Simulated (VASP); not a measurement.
# P (P2/m) in VASP: single point with PBEsol

Aim: the single point of P with PBEsol.

Everything below comes from runs of VASP 6.6.1. Logs are shortened: lines on timing, memory, paths and dates and some standing lists are left out, and cuts for length are marked.

## Step 1: The cell of the first run

The typed cell holds 2 atoms: a = 2.709 Å, b = 2.435 Å, c = 4.793 Å, α = 90.00°, β = 90.02°, γ = 90.00°.

## Step 2: Single point, PBEsol (strain +0.1125 x Voigt [1, 0, 0, 0, 0, 0])

Contents of INCAR:

```
ALGO = Normal ; EDIFF = 1E-6
ENCUT = 520 ; GGA = PS
ISIF = 2 ; ISMEAR = 0
LASPH = T ; LCHARG = F
LREAL = F ; LWAVE = F
NBANDS = 12 ; NELM = 60
PREC = Accurate ; SIGMA = 0.15
```

Contents of KPOINTS:

```
k-points
0
Gamma
  24 24 12
```

Contents of POSCAR:

```
P
1.0
    2.7086450941      0.0000000000      0.0052449061
    0.0000000000      2.4346254890      0.0000000000
   -0.0110162054      0.0000000000      4.7929475526
P
2
Direct
    0.0000000000      0.0000000000      0.2500000000
    1.0000000000      0.0000000000      0.7500000000
```

Potentials or basis: VASP PAW PBE potentials, release 64 (P).

Started as:

```sh
$ cat potpaw_PBE.64/P/POTCAR > POTCAR
$ mpirun -np 1 vasp_std > vasp.out
```

OUTCAR:

```text
EDIFF = 1E-6
   ENCUT = 520
   GGA = PS
   ISIF = 2
   ISMEAR = 0
   LASPH = T
   LREAL = F
   NELM = 60
   PREC = Accurate

 ion  position               nearest neighbor table
   1  0.000  0.000  0.250-   2 2.40   2 2.40
   2  0.000  0.000  0.750-   1 2.40   1 2.40

  LATTYP: Found a simple monoclinic cell.
 ALAT       =     2.7086501721
 B/A-ratio  =     0.8988334906
 C/A-ratio  =     1.7695013782
 COS(beta)  =    -0.0003620603

  Lattice vectors:

 A1 = (   2.7086450941,   0.0000000000,   0.0052449061)
 A2 = (   0.0000000000,   2.4346254890,   0.0000000000)
 A3 = (  -0.0110162054,   0.0000000000,   4.7929475526)

Analysis of symmetry for initial positions (statically):
=====================================================================
 Subroutine PRICEL returns following result:

  LATTYP: Found a simple monoclinic cell.
 ALAT       =     2.3964801063
 B/A-ratio  =     1.0159172541
 C/A-ratio  =     1.1302619058
 COS(beta)  =    -0.0003620603

  Lattice vectors:

 A1 = (  -0.0055081027,   0.0000000000,   2.3964737763)
 A2 = (   0.0000000000,  -2.4346254890,   0.0000000000)
 A3 = (   2.7086450941,   0.0000000000,   0.0052449061)

   2 primitive cells build up your supercell.

 Routine SETGRP: Setting up the symmetry group for a
 simple monoclinic supercell.

 Subroutine GETGRP returns: Found  4 space group operations
 (whereof  4 operations were pure point group operations)
 out of a pool of  4 trial point group operations.

The static configuration has the point symmetry C_2h.

Analysis of symmetry for dynamics (positions and initial velocities):
=====================================================================
 Subroutine PRICEL returns following result:

  LATTYP: Found a simple monoclinic cell.
 ALAT       =     2.3964801063
 B/A-ratio  =     1.0159172541
 C/A-ratio  =     1.1302619058
 COS(beta)  =    -0.0003620603

  Lattice vectors:

 A1 = (  -0.0055081027,   0.0000000000,   2.3964737763)
 A2 = (   0.0000000000,  -2.4346254890,   0.0000000000)
 A3 = (   2.7086450941,   0.0000000000,   0.0052449061)

   2 primitive cells build up your supercell.

 Routine SETGRP: Setting up the symmetry group for a
 simple monoclinic supercell.

 Subroutine GETGRP returns: Found  4 space group operations
 (whereof  4 operations were pure point group operations)
[... 99 lines left out ...]
   NELM   =     60;   NELMIN=  2; NELMDL= -5     # of ELM steps
   EDIFF  = 0.1E-05   stopping-criterion for ELM
   LREAL  =      F    real-space projection
   EDIFFG = 0.1E-04   stopping-criterion for IOM
   NSW    =      0    number of steps for IOM
   IBRION =     -1    ionic relax: 0-MD 1-quasi-New 2-CG
   NFREE  =      0    steps in history (QN), initial steepest desc. (CG)
   ISIF   =      2    stress and relaxation
   ISYM   =      2    0-nonsym 1-usesym 2-fastsym
   POTIM  = 0.5000    time-step for ionic-motion
   TEBEG  =    0.0;   TEEND  =   0.0 temperature during run
   PSTRESS=    0.0 pullay stress
   NELECT =      10.0000    total number of electrons
   NUPDOWN=      -1.0000    fix difference up-down
   EMIN   =  10.00;   EMAX   =-10.00  energy-range for DOS
   EFERMI =   0.00;   METHOD = LEGACY
   ISMEAR =     0;   SIGMA  =   0.15  broadening in eV -4-tet -1-fermi 0-gaus
   EFERMI_NEDOS =   21; number of points for ismear=-14 and -15
   IALGO  =     38    algorithm
   IMIX   =      4    mixing-type and parameters
     AMIX     =   0.40;   BMIX     =  1.00
     AMIX_MAG =   1.60;   BMIX_MAG =  1.00
  volume/ion in A,a.u.               =      15.80       106.65
  Fermi-wavevector in a.u.,A,eV,Ry     =   1.115523  2.108033 16.930976  1.244392
  Thomas-Fermi vector in A             =   2.252128
   LORBIT       =      0    0 simple, 1 ext, 2 COOP (PROOUT), +10 PAW based schemes
   GGA     = PS    functional components
   LHFCALC =     F    Hartree Fock is set to
   AEXX    =    0.0000 exact exchange contribution
   IVDW    =     0    specifies the selected vdW correction
   LEPSILON=     F    determine dielectric tensor
   LRPA    =     F    only Hartree local field effects (RPA)
 non-spin polarized calculation
 Gauss-broadening in eV      SIGMA  =   0.15
  energy-cutoff  :      520.00
  volume of cell :       31.61
 maximum number of plane-waves:       872
   NGX = 11   NGY =  9   NGZ = 17

 number of electron      10.0000000 magnetization

 number of electron       9.9999996 magnetization

 Free energy of the ion-electron system (eV)
  ---------------------------------------------------
  ext. energy  EPLUGINS =         0.00000000
  ---------------------------------------------------
  free energy    TOTEN  =       -11.31033307 eV

  energy without entropy =      -11.30183893  energy(sigma->0) =      -11.30608600

 E-fermi :   8.4028     XC(G=0): -11.0128

 val. band max:        8.4015345435   @ k =   0.3750   0.1667   0.5000
 cond. band min:       8.4072617835   @ k =   0.2500   0.0417   0.0000
 fundamental gap:      0.0057272400
 Fermi energy:         8.4027800989

 k-point     1 :       0.0000    0.0000    0.0000
  band No.  band energies     occupation
      1      -7.3622      2.00000
      2      -2.5526      2.00000
      3       0.2616      2.00000
      4      10.3215      0.00000
      5      13.5502      0.00000
      6      14.1298      0.00000
      7      14.1988      0.00000
      8      14.8136      0.00000
      9      15.9573      0.00000
     10      17.2221      0.00000
     11      17.8169      0.00000
     12      19.8136      0.00000
[... 331 lines left out ...]
 k-point    24 :       0.4167    0.0417    0.0000
  band No.  band energies     occupation
      1      -4.9431      2.00000
      2       0.0067      2.00000
      3       1.1649      2.00000
      4       2.2044      2.00000
      5       5.1513      2.00000
      6      10.3406      0.00000
      7      14.8183      0.00000
      8      16.3114      0.00000
      9      18.0351      0.00000
     10      18.1456      0.00000
     11      23.1553      0.00000
     12      24.0917      0.00000

 [... further k-points ...]
[... 5 lines left out ...]
  --------------------------------------------------------------------------------------
  -------------------------------------------------------------------------------------
  Total       -3.5032996     -0.9909402     -0.4321681      0.0000000      0.0000000     -0.0030002
  in kB     -177.5820156    -50.2306910    -21.9065729      0.0000000      0.0000000     -0.1520818
  external PRESSURE =     -83.2397598 kB  Pullay stress =       0.0000000 kB

 VOLUME and BASIS-vectors are now :
 -----------------------------------------------------------------------------
  energy-cutoff  :      520.00
  volume of cell :       31.61
      direct lattice vectors                 reciprocal lattice vectors
     2.708645094  0.000000000  0.005244906     0.369186628  0.000000000  0.000848546
     0.000000000  2.434625489  0.000000000     0.000000000  0.410740791  0.000000000
    -0.011016205  0.000000000  4.792947553    -0.000404000  0.000000000  0.208638951

 POSITION                                       TOTAL-FORCE (eV/Angst)
 -----------------------------------------------------------------------------------
     -0.00275      0.00000      1.19824        -0.000000      0.000000      0.000000
     -0.00826      0.00000      3.59471         0.000000      0.000000     -0.000000
 -----------------------------------------------------------------------------------
    total drift:                               -0.000000     -0.000000     -0.000000

  FREE ENERGIE OF THE ION-ELECTRON SYSTEM (eV)
  ---------------------------------------------------
  free  energy   TOTEN  =       -11.3103330682 eV

  energy  without entropy=      -11.3018389296  energy(sigma->0) =      -11.30608600
```

OSZICAR:

```text
N       E                     dE             d eps       ncg     rms          rms(c)
DAV:   1     0.165430589842E+02    0.16543E+02   -0.43901E+03 45560   0.716E+02
DAV:   2    -0.103218213442E+02   -0.26865E+02   -0.25415E+02 61516   0.108E+02
DAV:   3    -0.113202130633E+02   -0.99839E+00   -0.98675E+00 58064   0.191E+01
DAV:   4    -0.113263749756E+02   -0.61619E-02   -0.61603E-02 54104   0.185E+00
DAV:   5    -0.113264212225E+02   -0.46247E-04   -0.46246E-04 58244   0.152E-01    0.582E+00
DAV:   6    -0.113156233656E+02    0.10798E-01   -0.37729E-03 53040   0.368E-01    0.340E+00
DAV:   7    -0.113103374596E+02    0.52859E-02   -0.77652E-03 51916   0.545E-01    0.126E-01
DAV:   8    -0.113103284525E+02    0.90071E-05   -0.66900E-04 53820   0.155E-01    0.503E-02
DAV:   9    -0.113103326177E+02   -0.41653E-05   -0.14133E-05 56884   0.272E-02    0.156E-02
DAV:  10    -0.113103330682E+02   -0.45043E-06   -0.13419E-06 43204   0.741E-03
   1 F= -.11310333E+02 E0= -.11306086E+02  d E =-.849414E-02
```

It took 2.2 min on 1 thread of Intel Xeon 6975P-C (Granite Rapids), shared host; peak memory 0.58 GiB.

Results:

```
Free energy            : -11.3103 eV
Pressure               : -8.3 GPa
Band gap on the k mesh : zero (bands 5 and 6 overlap by 8.45 eV)
```

Caveat: the cell differs from its parent crystal (strain +0.1125 x Voigt [1, 0, 0, 0, 0, 0]); the stress differs along the axes, from -18 to -2 GPa; the PAW data sets were made with another functional, which shifts forces and pressure a little.
